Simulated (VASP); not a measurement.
# Hf2Si (I4/mcm) in VASP: density of states with PBEsol

Aim: the density of states of Hf2Si with PBEsol.

Program: VASP 6.6.1. These are calculated values, not measurements. Logs are shortened: lines on timing, memory, paths and dates and some standing lists are left out, and cuts for length are marked.

## 1. The cell of the first run

It takes space group I4/mcm (No. 140, tetragonal). The conventional cell has a = 6.511 Å, b = 6.511 Å, c = 5.143 Å, α = 90.00°, β = 90.00°, γ = 90.00°. Within 3.7 Å of Hf (site symmetry m2m) lie 4 Si at 2.77 Å and 11 Hf at 2.89 to 3.47 Å. Si (site symmetry 422) has 2 Si at 2.57 Å and 8 Hf at 2.77 Å within 3.4 Å.

## 2. Density of states, PBEsol

POSCAR reads:

```
Hf2Si
1.0
   -3.2553259384      3.2553259384      2.5716076326
    3.2553259384     -3.2553259384      2.5716076326
    3.2553259384      3.2553259384     -2.5716076326
Hf Si
4 2
Direct
    0.8432528485      0.6567471515      0.5000000000
    0.3432528485      0.8432528485      0.1865056971
    0.1567471515      0.3432528485      0.5000000000
    0.6567471515      0.1567471515      0.8134943029
    0.7500000000      0.7500000000      0.0000000000
    0.2500000000      0.2500000000      0.0000000000
```

INCAR.step1 reads:

```
SYSTEM = Hf2Si
ALGO     = Fast           ! electronic algorithm
EDIFF    = 1E-6           ! SCF threshold, eV
ENCUT    = 520            ! plane-wave cutoff, eV
GGA      = PS             ! functional
ISIF     = 2              ! what is computed and relaxed
ISMEAR   = 0              ! smearing method
LASPH    = .True.         ! aspherical terms in the spheres
LCHARG   = .True.         ! write CHGCAR
LMAXMIX  = 4              ! l up to which the mixer works
LREAL    = .False.        ! projectors in reciprocal space
LWAVE    = .False.        ! write WAVECAR
NBANDS   = 33             ! bands
NELM     = 60             ! most SCF steps
PREC     = Accurate       ! precision mode
SIGMA    = 0.1            ! smearing width, eV
```

KPOINTS.step1 reads:

```
k-points
0
Gamma
  10 10 10
  0 0 0
```

INCAR.step2 reads:

```
SYSTEM = Hf2Si
ALGO     = Fast           ! electronic algorithm
EDIFF    = 1E-6           ! SCF threshold, eV
ENCUT    = 520            ! plane-wave cutoff, eV
GGA      = PS             ! functional
ICHARG   = 11             ! starting density
ISIF     = 2              ! what is computed and relaxed
ISMEAR   = -5             ! smearing method
LASPH    = .True.         ! aspherical terms in the spheres
LCHARG   = .False.        ! write CHGCAR
LMAXMIX  = 4              ! l up to which the mixer works
LORBIT   = 11             ! projections on sites
LREAL    = .False.        ! projectors in reciprocal space
LWAVE    = .False.        ! write WAVECAR
NEDOS    = 2001           ! points of the DOS
NELM     = 60             ! most SCF steps
PREC     = Accurate       ! precision mode
SIGMA    = 0.1            ! smearing width, eV
```

KPOINTS.step2 reads:

```
k-points
0
Gamma
  15 15 15
  0 0 0
```

Potentials or basis: VASP PAW PBE potentials, release 64 (Hf_pv, Si).

Command:

```bash
$ cat potpaw_PBE.64/Hf_pv/POTCAR potpaw_PBE.64/Si/POTCAR > POTCAR
$ cp INCAR.step1 INCAR
$ cp KPOINTS.step1 KPOINTS
$ mpirun -np 1 vasp_std > vasp.out
$ cp INCAR.step2 INCAR
$ cp KPOINTS.step2 KPOINTS
$ mpirun -np 1 vasp_std > vasp.out
```

OUTCAR:

```text
SYSTEM = Hf2Si
   EDIFF = 1E-6
   ENCUT = 520
   GGA = PS
   ICHARG = 11
   ISIF = 2
   ISMEAR = -5
   LASPH = .True.
   LORBIT = 11
   LREAL = .False.
   NELM = 60
   PREC = Accurate

 ion  position               nearest neighbor table
   1  0.843  0.657  0.500-   6 2.77   5 2.77   5 2.77   6 2.77   3 2.89   3 3.09   3 3.09   2 3.28
                             4 3.28   4 3.28   2 3.28   2 3.47   4 3.47   2 3.47   4 3.47
   2  0.343  0.843  0.187-   6 2.77   5 2.77   5 2.77   6 2.77   4 2.89   4 3.09   4 3.09   3 3.28
                             1 3.28   1 3.28   3 3.28   1 3.47   3 3.47   1 3.47   3 3.47
   3  0.157  0.343  0.500-   5 2.77   6 2.77   6 2.77   5 2.77   1 2.89   1 3.09   1 3.09   2 3.28
                             4 3.28   4 3.28   2 3.28   2 3.47   4 3.47   4 3.47   2 3.47
   4  0.657  0.157  0.813-   6 2.77   5 2.77   5 2.77   6 2.77   2 2.89   2 3.09   2 3.09   3 3.28
                             1 3.28   1 3.28   3 3.28   1 3.47   3 3.47   1 3.47   3 3.47
   5  0.750  0.750  0.000-   6 2.57   6 2.57   3 2.77   1 2.77   3 2.77   1 2.77   2 2.77   4 2.77
                             4 2.77   2 2.77
   6  0.250  0.250  0.000-   5 2.57   5 2.57   1 2.77   3 2.77   1 2.77   3 2.77   4 2.77   2 2.77
                             4 2.77   2 2.77

  LATTYP: Found a body centered tetragonal cell.
 ALAT       =     6.5106518768
 C/A-ratio  =     0.7899693245

  Lattice vectors:

 A1 = (  -3.2553259384,   3.2553259384,   2.5716076326)
 A2 = (   3.2553259384,  -3.2553259384,   2.5716076326)
 A3 = (   3.2553259384,   3.2553259384,  -2.5716076326)

Analysis of symmetry for initial positions (statically):
=====================================================================
 Subroutine PRICEL returns:
 Original cell was already a primitive cell.

 Routine SETGRP: Setting up the symmetry group for a
 body centered tetragonal supercell.

 Subroutine GETGRP returns: Found 16 space group operations
 (whereof  8 operations were pure point group operations)
 out of a pool of 16 trial point group operations.

The static configuration has the point symmetry C_4h.
 The point group associated with its full space group is D_4h.

Analysis of symmetry for dynamics (positions and initial velocities):
=====================================================================
 Subroutine PRICEL returns:
 Original cell was already a primitive cell.

 Routine SETGRP: Setting up the symmetry group for a
 body centered tetragonal supercell.

 Subroutine GETGRP returns: Found 16 space group operations
 (whereof  8 operations were pure point group operations)
 out of a pool of 16 trial point group operations.

The dynamic configuration has the point symmetry C_4h.
 The point group associated with its full space group is D_4h.

 Subroutine INISYM returns: Found 16 space group operations
 (whereof  8 operations are pure point group operations),
 and found     1 'primitive' translations

----------------------------------------------------------------------------------------

                                     Primitive cell

  volume of cell :     109.0068

  direct lattice vectors                    reciprocal lattice vectors
    -3.255325938  3.255325938  2.571607633     0.000000000  0.153594451  0.194430905
     3.255325938 -3.255325938  2.571607633     0.153594451  0.000000000  0.194430905
     3.255325938  3.255325938 -2.571607633     0.153594451  0.153594451  0.000000000

  length of vectors
     5.273277894  5.273277894  5.273277894     0.247779402  0.247779402  0.217215356

  position of ions in fractional coordinates (direct lattice)
     0.843252849  0.656747151  0.500000000
     0.343252849  0.843252849  0.186505697
     0.156747151  0.343252849  0.500000000
     0.656747151  0.156747151  0.813494303
     0.750000000  0.750000000  0.000000000
     0.250000000  0.250000000  0.000000000

  ion indices of the primitive-cell ions
   primitive index   ion index
                 1           1
                 2           2
                 3           3
                 4           4
                 5           5
                 6           6

----------------------------------------------------------------------------------------

 KPOINTS: k-points

Automatic generation of k-mesh.
 Grid dimensions read from file:
 generate k-points for:   15   15   15

 Generating k-lattice:

  Cartesian coordinates                     Fractional coordinates (reciprocal lattice)
     0.000000000  0.010239630  0.012962060     0.066666667 -0.000000000  0.000000000
     0.010239630  0.000000000  0.012962060    -0.000000000  0.066666667  0.000000000
     0.010239630  0.010239630  0.000000000     0.000000000  0.000000000  0.066666667

  Length of vectors
     0.016518627  0.016518627  0.014481024

  Shift w.r.t. Gamma in fractional coordinates (k-lattice)
     0.000000000  0.000000000  0.000000000

 TETIRR: Found   8139 inequivalent tetrahedra from    20250

 Subroutine IBZKPT returns following result:
 ===========================================

 Found    288 irreducible k-points:

 Following reciprocal coordinates:
            Coordinates               Weight
  0.000000  0.000000  0.000000      1.000000
  0.066667  0.000000  0.000000      8.000000
  0.133333  0.000000  0.000000      8.000000
  0.200000  0.000000 -0.000000      8.000000
  0.266667  0.000000  0.000000      8.000000
  0.333333  0.000000  0.000000      8.000000
[... 16 lines left out ...]
  0.133333  0.133333  0.000000      8.000000
  0.200000  0.133333 -0.000000     16.000000
 [... further k-points ...]
   k-points           NKPTS =    288   k-points in BZ     NKDIM =    288   number of bands    NBANDS=     28
   number of dos      NEDOS =   2001   number of ions     NIONS =      6
   total plane-waves  NPLWV =  64000
   dimension x,y,z NGX =    40 NGY =   40 NGZ =   40
   dimension x,y,z NGXF=    80 NGYF=   80 NGZF=   80
   ions per type =               4   2
   NGX,Y,Z   is equivalent  to a cutoff of  12.61, 12.61, 12.61 a.u.
   NGXF,Y,Z  is equivalent  to a cutoff of  25.22, 25.22, 25.22 a.u.
 SYSTEM =  Hf2Si
   PREC   = accura    normal or accurate (medium, high low for compatibility)
   ISTART =      0    job   : 0-new  1-cont  2-samecut
   ICHARG =     11    charge: 1-file 2-atom 10-const
   ISPIN  =      1    spin polarized calculation?
   LNONCOLLINEAR =      F non collinear calculations
   LSORBIT =      F    spin-orbit coupling
   LASPH  =      T    aspherical Exc in radial PAW
   ENCUT  =  520.0 eV  38.22 Ry    6.18 a.u.   9.80  9.80  9.80*2*pi/ulx,y,z
   NELM   =     60;   NELMIN=  2; NELMDL=  0     # of ELM steps
   EDIFF  = 0.1E-05   stopping-criterion for ELM
   LREAL  =      F    real-space projection
   EDIFFG = 0.1E-04   stopping-criterion for IOM
   NSW    =      0    number of steps for IOM
   IBRION =     -1    ionic relax: 0-MD 1-quasi-New 2-CG
   NFREE  =      0    steps in history (QN), initial steepest desc. (CG)
   ISIF   =      2    stress and relaxation
   ISYM   =      2    0-nonsym 1-usesym 2-fastsym
   POTIM  = 0.5000    time-step for ionic-motion
   TEBEG  =    0.0;   TEEND  =   0.0 temperature during run
   PSTRESS=    0.0 pullay stress
   NELECT =      48.0000    total number of electrons
   NUPDOWN=      -1.0000    fix difference up-down
   EMIN   =  10.00;   EMAX   =-10.00  energy-range for DOS
   EFERMI =   0.00;   METHOD = LEGACY
   ISMEAR =    -5;   SIGMA  =   0.10  broadening in eV -4-tet -1-fermi 0-gaus
   EFERMI_NEDOS =   21; number of points for ismear=-14 and -15
   IALGO  =     68    algorithm
   IMIX   =      4    mixing-type and parameters
     AMIX     =   0.40;   BMIX     =  1.00
     AMIX_MAG =   1.60;   BMIX_MAG =  1.00
  volume/ion in A,a.u.               =      18.17       122.60
  Fermi-wavevector in a.u.,A,eV,Ry     =   1.245482  2.353619 21.105694  1.551225
  Thomas-Fermi vector in A             =   2.379702
   LORBIT       =     11    0 simple, 1 ext, 2 COOP (PROOUT), +10 PAW based schemes
   GGA     = PS    functional components
   LHFCALC =     F    Hartree Fock is set to
   AEXX    =    0.0000 exact exchange contribution
   IVDW    =     0    specifies the selected vdW correction
   LEPSILON=     F    determine dielectric tensor
   LRPA    =     F    only Hartree local field effects (RPA)
 non-spin polarized calculation
 RMM-DIIS sequential band-by-band and
 Fermi weights with tetrahedron method with Bloechl corrections
  energy-cutoff  :      520.00
  volume of cell :      109.01
 maximum number of plane-waves:      2958

 number of electron      47.9999999 magnetization

 Free energy of the ion-electron system (eV)
  ---------------------------------------------------
  ext. energy  EPLUGINS =         0.00000000
  ---------------------------------------------------
  free energy    TOTEN  =       -58.29619410 eV

  energy without entropy =      -58.29619410  energy(sigma->0) =      -58.29619410

 E-fermi :   6.0998     XC(G=0): -11.7250

 val. band max:        6.1583235739   @ k =   0.4000   0.0000  -0.0000
 cond. band min:       6.0854787950   @ k =   0.2667   0.2000  -0.0000
 fundamental gap:     -0.0728447789
 Fermi energy:         6.0998336253

 k-point     1 :       0.0000    0.0000    0.0000
  band No.  band energies     occupation
      1     -24.1212      2.00000
      2     -24.1095      2.00000
      3     -23.9891      2.00000
      4     -23.9891      2.00000
      5     -23.9557      2.00000
      6     -23.9557      2.00000
[... 20 lines left out ...]
     27       8.2139      0.00000
     28       8.7233      0.00000
[... 683 lines left out ...]
 k-point    24 :       0.2000    0.1333   -0.0000
  band No.  band energies     occupation
      1     -24.2099      2.00000
      2     -24.1337      2.00000
      3     -24.0557      2.00000
      4     -23.9627      2.00000
      5     -23.8915      2.00000
      6     -23.8408      2.00000
[... 20 lines left out ...]
     27       7.5813      0.00000
     28       8.9953      0.00000

 [... further k-points ...]

------------------------ aborting loop because EDIFF is reached ----------------------------------------

  FORCE on cell =-STRESS in cart. coord.  units (eV):
  Direction    XX          YY          ZZ          XY          YZ          ZX
  --------------------------------------------------------------------------------------
  -------------------------------------------------------------------------------------
  Total       -0.1112200     -0.1112200     -0.1924738      0.0000000      0.0000000      0.0000000
  in kB       -1.6347071     -1.6347071     -2.8289713      0.0000000      0.0000000      0.0000000
  external PRESSURE =      -2.0327952 kB  Pullay stress =       0.0000000 kB

 VOLUME and BASIS-vectors are now :
 -----------------------------------------------------------------------------
  energy-cutoff  :      520.00
  volume of cell :      109.01
      direct lattice vectors                 reciprocal lattice vectors
    -3.255325938  3.255325938  2.571607633     0.000000000  0.153594451  0.194430905
     3.255325938 -3.255325938  2.571607633     0.153594451  0.000000000  0.194430905
     3.255325938  3.255325938 -2.571607633     0.153594451  0.153594451  0.000000000

 POSITION                                       TOTAL-FORCE (eV/Angst)
 -----------------------------------------------------------------------------------
      1.02053      2.23480      2.57161        -0.009969      0.009969     -0.000000
      2.23480     -1.02053      2.57161         0.009969      0.009969      0.000000
      2.23480      1.02053      0.00000         0.009969     -0.009969      0.000000
      1.02053      4.27585      0.00000        -0.009969     -0.009969     -0.000000
      0.00000      0.00000      3.85741        -0.000000     -0.000000      0.000000
      0.00000      0.00000      1.28580         0.000000     -0.000000      0.000000
 -----------------------------------------------------------------------------------
    total drift:                                0.000000      0.000000      0.000000

  FREE ENERGIE OF THE ION-ELECTRON SYSTEM (eV)
  ---------------------------------------------------
  free  energy   TOTEN  =       -58.2961940985 eV

  energy  without entropy=      -58.2961940985  energy(sigma->0) =      -58.29619410

 total charge

# of ion       s       p       d       tot
------------------------------------------
    1        0.343   6.462   1.626   8.432
    2        0.343   6.462   1.626   8.432
    3        0.343   6.462   1.626   8.432
    4        0.343   6.462   1.626   8.432
    5        0.750   0.975   0.000   1.725
    6        0.750   0.975   0.000   1.725
--------------------------------------------------
tot          2.874  27.799   6.505  37.178
```

Wall time 8.3 min (1 thread of AMD EPYC 9R45 (Zen 5), shared host); peak memory 0.73 GiB.

Results:

* Valence electrons inside the program's atomic spheres: Hf 8.43; Si 1.73

Caveat: the PAW data sets were made with another functional, which shifts forces and pressure a little; spin-orbit coupling is left out, which moves the levels of the heavy elements; tetrahedron occupations give inexact forces and stress in metals.
